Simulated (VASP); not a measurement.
# Ta (I4/mmm) in VASP: notebook

The runs below take Ta through single point, with PBEsol.

All numbers are computed with VASP 6.6.1; they aren't measurements. Logs are shortened: lines on timing, memory, paths and dates and some standing lists are left out, and cuts for length are marked.

## 1. The cell of the first run

The structure is tetragonal, space group I4/mmm (No. 139). The conventional cell has a = 3.303 Å, b = 3.303 Å, c = 3.137 Å, α = 90.00°, β = 90.00°, γ = 90.00°. Ta (site symmetry 4/mmm) has 14 Ta at 2.81 to 3.30 Å within 3.7 Å.

## 2. Single point, PBEsol (strain +0.000 along x and y, -0.050 along z)

Contents of INCAR:

```
PREC = Accurate
ENCUT = 520
EDIFF = 1E-6
ISMEAR = 0
SIGMA = 0.15
LREAL = False
LASPH = True
NELM = 80
ALGO = Normal
ISIF = 2
LWAVE = False
LCHARG = False
GGA = PS
NBANDS = 12
```

Contents of KPOINTS:

```
regular mesh
0
Gamma
  20 20 20
```

Contents of POSCAR:

```
Ta
1.0
   -1.6512800000      1.6512800000      1.5687160000
    1.6512800000     -1.6512800000      1.5687160000
    1.6512800000      1.6512800000     -1.5687160000
Ta
1
Direct
    0.0000000000      0.0000000000      0.0000000000
```

Potentials or basis: VASP PAW PBE potentials, release 64 (Ta_pv).

Command:

```sh
cat potpaw_PBE.64/Ta_pv/POTCAR > POTCAR
mpirun -np 1 vasp_std > vasp.out
```

OUTCAR:

```text
PREC = Accurate
   ENCUT = 520
   EDIFF = 1E-6
   ISMEAR = 0
   LREAL = False
   LASPH = True
   NELM = 80
   ISIF = 2
   GGA = PS

 ion  position               nearest neighbor table
   1  0.000  0.000  0.000-

  LATTYP: Found a body centered tetragonal cell.
 ALAT       =     3.3025600000
 C/A-ratio  =     0.9500000000

  Lattice vectors:

 A1 = (  -1.6512800000,   1.6512800000,   1.5687160000)
 A2 = (   1.6512800000,  -1.6512800000,   1.5687160000)
 A3 = (   1.6512800000,   1.6512800000,  -1.5687160000)

Analysis of symmetry for initial positions (statically):
=====================================================================
 Subroutine PRICEL returns:
 Original cell was already a primitive cell.

 Routine SETGRP: Setting up the symmetry group for a
 body centered tetragonal supercell.

 Subroutine GETGRP returns: Found 16 space group operations
 (whereof 16 operations were pure point group operations)
 out of a pool of 16 trial point group operations.

The static configuration has the point symmetry D_4h.

Analysis of symmetry for dynamics (positions and initial velocities):
=====================================================================
 Subroutine PRICEL returns:
 Original cell was already a primitive cell.

 Routine SETGRP: Setting up the symmetry group for a
 body centered tetragonal supercell.

 Subroutine GETGRP returns: Found 16 space group operations
 (whereof 16 operations were pure point group operations)
 out of a pool of 16 trial point group operations.

The dynamic configuration has the point symmetry D_4h.

 Subroutine INISYM returns: Found 16 space group operations
 (whereof 16 operations are pure point group operations),
 and found     1 'primitive' translations

----------------------------------------------------------------------------------------

                                     Primitive cell

  volume of cell :      17.1098

  direct lattice vectors                    reciprocal lattice vectors
    -1.651280000  1.651280000  1.568716000     0.000000000  0.302795407  0.318732008
     1.651280000 -1.651280000  1.568716000     0.302795407  0.000000000  0.318732008
     1.651280000  1.651280000 -1.568716000     0.302795407  0.302795407  0.000000000

  length of vectors
     2.813240332  2.813240332  2.813240332     0.439630699  0.439630699  0.428217371

  position of ions in fractional coordinates (direct lattice)
     0.000000000  0.000000000  0.000000000

  ion indices of the primitive-cell ions
   primitive index   ion index
                 1           1

----------------------------------------------------------------------------------------

 KPOINTS: regular mesh

Automatic generation of k-mesh.
 Grid dimensions read from file:
 generate k-points for:   20   20   20

 Generating k-lattice:

  Cartesian coordinates                     Fractional coordinates (reciprocal lattice)
     0.000000000  0.015139770  0.015936600     0.050000000 -0.000000000  0.000000000
     0.015139770  0.000000000  0.015936600    -0.000000000  0.050000000  0.000000000
     0.015139770  0.015139770  0.000000000     0.000000000  0.000000000  0.050000000

  Length of vectors
     0.021981535  0.021981535  0.021410869

  Shift w.r.t. Gamma in fractional coordinates (k-lattice)
     0.000000000  0.000000000  0.000000000

 Subroutine IBZKPT returns following result:
 ===========================================

 Found    641 irreducible k-points:

 Following reciprocal coordinates:
            Coordinates               Weight
  0.000000  0.000000  0.000000      1.000000
  0.050000  0.000000  0.000000      8.000000
  0.100000  0.000000  0.000000      8.000000
  0.150000  0.000000  0.000000      8.000000
  0.200000  0.000000  0.000000      8.000000
  0.250000  0.000000 -0.000000      8.000000
[... 16 lines left out ...]
 -0.400000  0.050000  0.000000     16.000000
 -0.350000  0.050000  0.000000     16.000000
 [... further k-points ...]
   k-points           NKPTS =    641   k-points in BZ     NKDIM =    641   number of bands    NBANDS=     12
   number of dos      NEDOS =    301   number of ions     NIONS =      1
   total plane-waves  NPLWV =  13824
   dimension x,y,z NGX =    24 NGY =   24 NGZ =   24
   dimension x,y,z NGXF=    48 NGYF=   48 NGZF=   48
   ions per type =               1
   NGX,Y,Z   is equivalent  to a cutoff of  14.18, 14.18, 14.18 a.u.
   NGXF,Y,Z  is equivalent  to a cutoff of  28.37, 28.37, 28.37 a.u.
 SYSTEM =  unknown system
   PREC   = accura    normal or accurate (medium, high low for compatibility)
   ISTART =      0    job   : 0-new  1-cont  2-samecut
   ICHARG =      2    charge: 1-file 2-atom 10-const
   ISPIN  =      1    spin polarized calculation?
   LNONCOLLINEAR =      F non collinear calculations
   LSORBIT =      F    spin-orbit coupling
   LASPH  =      T    aspherical Exc in radial PAW
   ENCUT  =  520.0 eV  38.22 Ry    6.18 a.u.   5.23  5.23  5.23*2*pi/ulx,y,z
   NELM   =     80;   NELMIN=  2; NELMDL= -5     # of ELM steps
   EDIFF  = 0.1E-05   stopping-criterion for ELM
   LREAL  =      F    real-space projection
   EDIFFG = 0.1E-04   stopping-criterion for IOM
   NSW    =      0    number of steps for IOM
   IBRION =     -1    ionic relax: 0-MD 1-quasi-New 2-CG
   NFREE  =      0    steps in history (QN), initial steepest desc. (CG)
   ISIF   =      2    stress and relaxation
   ISYM   =      2    0-nonsym 1-usesym 2-fastsym
   POTIM  = 0.5000    time-step for ionic-motion
   TEBEG  =    0.0;   TEEND  =   0.0 temperature during run
   PSTRESS=    0.0 pullay stress
   NELECT =      11.0000    total number of electrons
   NUPDOWN=      -1.0000    fix difference up-down
   EMIN   =  10.00;   EMAX   =-10.00  energy-range for DOS
   EFERMI =   0.00;   METHOD = LEGACY
   ISMEAR =     0;   SIGMA  =   0.15  broadening in eV -4-tet -1-fermi 0-gaus
   EFERMI_NEDOS =   21; number of points for ismear=-14 and -15
   IALGO  =     38    algorithm
   IMIX   =      4    mixing-type and parameters
     AMIX     =   0.40;   BMIX     =  1.00
     AMIX_MAG =   1.60;   BMIX_MAG =  1.00
  volume/ion in A,a.u.               =      17.11       115.46
  Fermi-wavevector in a.u.,A,eV,Ry     =   1.412940  2.670070 27.162674  1.996400
  Thomas-Fermi vector in A             =   2.534637
   LORBIT       =      0    0 simple, 1 ext, 2 COOP (PROOUT), +10 PAW based schemes
   GGA     = PS    functional components
   LHFCALC =     F    Hartree Fock is set to
   AEXX    =    0.0000 exact exchange contribution
   IVDW    =     0    specifies the selected vdW correction
   LEPSILON=     F    determine dielectric tensor
   LRPA    =     F    only Hartree local field effects (RPA)
 non-spin polarized calculation
 Gauss-broadening in eV      SIGMA  =   0.15
  energy-cutoff  :      520.00
  volume of cell :       17.11
 maximum number of plane-waves:       482
 NGX is ok and might be reduce to    24
   NGX = 11   NGY = 11   NGZ = 11

 number of electron      11.0000000 magnetization

 Free energy of the ion-electron system (eV)
  ---------------------------------------------------
  ext. energy  EPLUGINS =         0.00000000
  ---------------------------------------------------
  free energy    TOTEN  =       -12.53264334 eV

  energy without entropy =      -12.51789960  energy(sigma->0) =      -12.52527147

 E-fermi :   5.7421     XC(G=0): -12.9932

 val. band max:        5.7420264941   @ k =  -0.2500   0.1500   0.0000
 cond. band min:       5.7432131090   @ k =  -0.1500   0.4500   0.0500
 fundamental gap:      0.0011866149
 Fermi energy:         5.7421459486

 k-point     1 :       0.0000    0.0000    0.0000
  band No.  band energies     occupation
      1     -27.0796      2.00000
      2     -27.0796      2.00000
      3     -27.0649      2.00000
      4      -2.3816      2.00000
      5       6.0131      0.01064
      6       6.7247      0.00000
      7       6.7247      0.00000
      8       9.3913      0.00000
      9      10.3856      0.00000
     10      20.5831      0.00000
     11      20.7293      0.00000
     12      20.7293      0.00000

 k-point     2 :       0.0500    0.0000    0.0000
  band No.  band energies     occupation
      1     -27.1110      2.00000
      2     -27.0914      2.00000
      3     -27.0722      2.00000
      4      -2.2589      2.00000
      5       6.0266      0.00731
      6       6.6935      0.00000
      7       6.7437      0.00000
      8       9.3739      0.00000
      9      10.2741      0.00000
     10      20.5829      0.00000
     11      20.9474      0.00000
     12      20.9589      0.00000

 k-point     3 :       0.1000    0.0000    0.0000
  band No.  band energies     occupation
      1     -27.2182      2.00000
      2     -27.1254      2.00000
      3     -27.0760      2.00000
      4      -1.9020      2.00000
      5       5.9394      0.06292
      6       6.5739      0.00000
      7       6.9444      0.00000
      8       9.3274      0.00000
      9      10.0521      0.00000
     10      20.5825      0.00000
     11      21.4533      0.00000
     12      21.5816      0.00000

 k-point     4 :       0.1500    0.0000    0.0000
  band No.  band energies     occupation
      1     -27.3833      2.00000
      2     -27.1779      2.00000
      3     -27.0805      2.00000
      4      -1.3458      2.00000
      5       5.6645      1.53605
      6       6.3230      0.00000
      7       7.4511      0.00000
      8       9.2995      0.00000
      9       9.9087      0.00000
     10      20.5817      0.00000
     11      21.8845      0.00000
     12      22.5819      0.00000

 k-point     5 :       0.2000    0.0000    0.0000
  band No.  band energies     occupation
      1     -27.5858      2.00000
      2     -27.2433      2.00000
      3     -27.0859      2.00000
      4      -0.6541      2.00000
      5       5.2936      1.99998
      6       5.9775      0.02647
      7       8.2110      0.00000
      8       9.3768      0.00000
      9       9.9043      0.00000
     10      20.5799      0.00000
     11      21.9265      0.00000
     12      23.8860      0.00000
[... 228 lines left out ...]
      1     -28.4459      2.00000
      2     -27.5476      2.00000
      3     -27.1247      2.00000
      4       1.2131      2.00000
      5       3.8495      2.00000
      6       7.4942      0.00000
      7       9.9098      0.00000
      8      11.3260      0.00000
      9      14.0911      0.00000
     10      18.0263      0.00000
     11      18.4761      0.00000
     12      20.6090      0.00000

 k-point    22 :      -0.4500    0.0500   -0.0000
  band No.  band energies     occupation
      1     -28.3847      2.00000
      2     -27.5256      2.00000
      3     -27.1216      2.00000
      4       1.2246      2.00000
      5       3.9473      2.00000
      6       6.9473      0.00000
      7       9.9967      0.00000
      8      11.0553      0.00000
      9      13.3848      0.00000
     10      18.3042      0.00000
     11      19.3022      0.00000
     12      20.6187      0.00000

 k-point    23 :      -0.4000    0.0500    0.0000
  band No.  band energies     occupation
      1     -28.2686      2.00000
      2     -27.4830      2.00000
      3     -27.1167      2.00000
      4       1.1800      2.00000
      5       4.1341      2.00000
      6       6.2258      0.00001
      7      10.0169      0.00000
      8      10.6785      0.00000
      9      12.2870      0.00000
     10      18.9118      0.00000
     11      20.4254      0.00000
     12      20.7870      0.00000

 k-point    24 :      -0.3500    0.0500    0.0000
  band No.  band energies     occupation
      1     -28.1067      2.00000
      2     -27.4237      2.00000
      3     -27.1108      2.00000
      4       0.9527      2.00000
      5       4.4004      2.00000
      6       5.6949      1.34405
      7       9.8342      0.00000
      8      10.3749      0.00000
      9      11.0855      0.00000
     10      19.7731      0.00000
     11      20.5763      0.00000
     12      22.1203      0.00000

 [... further k-points ...]
[... 5 lines left out ...]
  --------------------------------------------------------------------------------------
  -------------------------------------------------------------------------------------
  Total        0.5882047      0.5882047      1.2807191      0.0000000     -0.0000000      0.0000000
  in kB       55.0799199     55.0799199    119.9274803      0.0000000     -0.0000000      0.0000000
  external PRESSURE =      76.6957734 kB  Pullay stress =       0.0000000 kB

 VOLUME and BASIS-vectors are now :
 -----------------------------------------------------------------------------
  energy-cutoff  :      520.00
  volume of cell :       17.11
      direct lattice vectors                 reciprocal lattice vectors
    -1.651280000  1.651280000  1.568716000     0.000000000  0.302795407  0.318732008
     1.651280000 -1.651280000  1.568716000     0.302795407  0.000000000  0.318732008
     1.651280000  1.651280000 -1.568716000     0.302795407  0.302795407  0.000000000

 POSITION                                       TOTAL-FORCE (eV/Angst)
 -----------------------------------------------------------------------------------
      0.00000      0.00000      0.00000        -0.000000      0.000000     -0.000000
 -----------------------------------------------------------------------------------
    total drift:                               -0.000000      0.000000      0.000000

  FREE ENERGIE OF THE ION-ELECTRON SYSTEM (eV)
  ---------------------------------------------------
  free  energy   TOTEN  =       -12.5326433419 eV

  energy  without entropy=      -12.5178996000  energy(sigma->0) =      -12.52527147
```

It took 35 s on 1 thread of Intel Xeon 6975P-C (Granite Rapids), shared host; peak memory 0.25 GiB.

Results:

```
Free energy : -12.5326 eV
Pressure    : 7.7 GPa
```

Stress tensor (GPa, compression positive):
```
 5.51  0.00  0.00
 0.00  5.51  0.00
 0.00  0.00 11.99
```

Levels at points of the mesh, in eV from the Fermi level:
| k point | band 3 | band 4 | band 5 | band 6 | band 7 | band 8 | band 9 | band 10 |
| --- | --- | --- | --- | --- | --- | --- | --- | --- |
| (0.00, 0.00, 0.00) | -32.81 | -8.12 | 0.27 | 0.98 | 0.98 | 3.65 | 4.64 | 14.84 |
| (0.50, 0.00, 0.00) | -32.85 | -4.62 | -1.93 | 2.01 | 4.19 | 5.58 | 8.34 | 12.14 |
| (0.50, 0.50, 0.00) | -32.80 | -4.64 | -1.21 | 1.60 | 3.46 | 4.86 | 8.21 | 12.33 |
| (0.50, 0.50, 0.50) | -33.68 | -4.21 | -4.05 | 7.21 | 7.21 | 7.44 | 8.71 | 8.71 |

Caveat: the cell differs from its parent crystal (strain +0.000 along x and y, -0.050 along z); the PAW data sets were made with another functional, which shifts forces and pressure a little; spin-orbit coupling is left out, which moves the levels of the heavy elements.

## 3. Single point, PBEsol (strain -0.025 along x and y, +0.000 along z)

Contents of INCAR:

```
SYSTEM = Ta
PREC     = Accurate       ! precision mode
ENCUT    = 520            ! plane-wave cutoff, eV
EDIFF    = 1E-7           ! SCF threshold, eV
ISMEAR   = 0              ! smearing method
SIGMA    = 0.15           ! smearing width, eV
LREAL    = .False.        ! projectors in reciprocal space
LASPH    = .True.         ! aspherical terms in the spheres
NELM     = 60             ! most SCF steps
ALGO     = Normal         ! electronic algorithm
ISIF     = 2              ! what is computed and relaxed
LWAVE    = .False.        ! write WAVECAR
LCHARG   = .False.        ! write CHGCAR
GGA      = PS             ! functional
NBANDS   = 12             ! bands
```

Contents of KPOINTS:

```
Automatic mesh
0
Gamma
  20 20 20
  0 0 0
```

Contents of POSCAR:

```
Ta
1.0
   -1.6099980000      1.6099980000      1.6512800000
    1.6099980000     -1.6099980000      1.6512800000
    1.6099980000      1.6099980000     -1.6512800000
Ta
1
Direct
    0.0000000000      0.0000000000      0.0000000000
```

Potentials or basis: VASP PAW PBE potentials, release 64 (Ta_pv).

Command:

```sh
cat potpaw_PBE.64/Ta_pv/POTCAR > POTCAR
mpirun -np 1 vasp_std > vasp.out
```

Wall time 37 s (1 thread of Intel Xeon 6975P-C (Granite Rapids), shared host); peak memory 0.24 GiB.

It converged, with:

```yaml
Free_energy: -12.5426 eV
Pressure: 7.4 GPa
```

Stress tensor (GPa, compression positive):
```
8.51 0.00 0.00
0.00 8.51 0.00
0.00 0.00 5.10
```

Levels at points of the mesh, in eV from the Fermi level:
```csv
k point,band 3,band 4,band 5,band 6,band 7,band 8
"(0.00, 0.00, 0.00)",-32.81,-8.11,0.62,0.62,0.96,3.94
"(0.50, 0.00, 0.00)",-32.81,-4.61,-1.58,1.81,3.90,5.16
"(0.50, 0.50, 0.00)",-32.84,-4.61,-1.92,2.01,4.41,5.35
"(0.50, 0.50, 0.50)",-33.75,-4.15,-4.07,7.21,7.32,7.32
```

Caveat: the cell differs from its parent crystal (strain -0.025 along x and y, +0.000 along z); the PAW data sets were made with another functional, which shifts forces and pressure a little; spin-orbit coupling is left out, which moves the levels of the heavy elements.

## 4. Single point, PBEsol (strain +0.000 along x and y, -0.025 along z)

Contents of INCAR:

```
PREC = Accurate ; ENCUT = 520
EDIFF = 1E-7 ; ISMEAR = 0
SIGMA = 0.15 ; LREAL = F
LASPH = T ; NELM = 80
ALGO = Normal ; ISIF = 2
LWAVE = F ; LCHARG = T
GGA = PS ; LELF = T
LVHAR = T ; NBANDS = 12
```

Contents of KPOINTS:

```
regular mesh
0
Gamma
  20 20 20
```

Contents of POSCAR:

```
Ta
1.0
   -1.6512800000      1.6512800000      1.6099980000
    1.6512800000     -1.6512800000      1.6099980000
    1.6512800000      1.6512800000     -1.6099980000
Ta
1
Direct
    0.0000000000      0.0000000000      0.0000000000
```

Command:

```sh
cat potpaw_PBE.64/Ta_pv/POTCAR > POTCAR
mpirun -np 1 vasp_std > vasp.out
```

Wall time 37 s (1 thread of Intel Xeon 6975P-C (Granite Rapids), shared host); peak memory 0.25 GiB.

The run converged. Its results:

* Free energy: -12.5549 eV
* Pressure: 1.7 GPa

Stress tensor (GPa, compression positive):
```
0.57 0.00 0.00
0.00 0.57 0.00
0.00 0.00 3.83
```

Levels at points of the mesh, in eV from the Fermi level:
```tsv
k point	band 2	band 3	band 4	band 5	band 6	band 7	band 8	band 9	band 10	band 11
(0.00, 0.00, 0.00)	-32.92	-32.91	-8.01	0.51	0.85	0.85	3.85	4.32	14.76	15.02
(0.50, 0.00, 0.00)	-33.34	-32.93	-4.49	-1.73	1.81	4.08	5.18	8.09	12.06	12.19
(0.50, 0.50, 0.00)	-33.30	-32.91	-4.50	-1.39	1.62	3.69	4.89	8.02	12.02	12.19
(0.50, 0.50, 0.50)	-33.83	-33.76	-3.99	-3.92	7.03	7.03	7.14	8.69	8.69	9.35
```

Caveat: the cell differs from its parent crystal (strain +0.000 along x and y, -0.025 along z); the PAW data sets were made with another functional, which shifts forces and pressure a little; spin-orbit coupling is left out, which moves the levels of the heavy elements.

## 5. The runs side by side

| cell | gap on the mesh (eV) | pressure (GPa) |
| --- | --- | --- |
| a = 2.813 Å, angles 108.1, 108.1, 112.2°, 1 atom | none | 7.7 |
| a = 2.813 Å, angles 110.2, 110.2, 108.1°, 1 atom | none | 7.4 |
| a = 2.836 Å, angles 108.8, 108.8, 110.8°, 1 atom | none | 1.7 |

Alike in all rows: task single point; level PBEsol; potentials or basis VASP PAW PBE potentials, release 64 (Ta_pv); no spin polarisation; k mesh 20 × 20 × 20; cutoff (eV) 520; smearing gaussian 0.15 eV.

Caveats: the PAW data sets were made with another functional, which shifts forces and pressure a little; spin-orbit coupling is left out, which moves the levels of the heavy elements.

Total energies depend on the potentials used, so only differences within one code and one set of settings carry meaning.
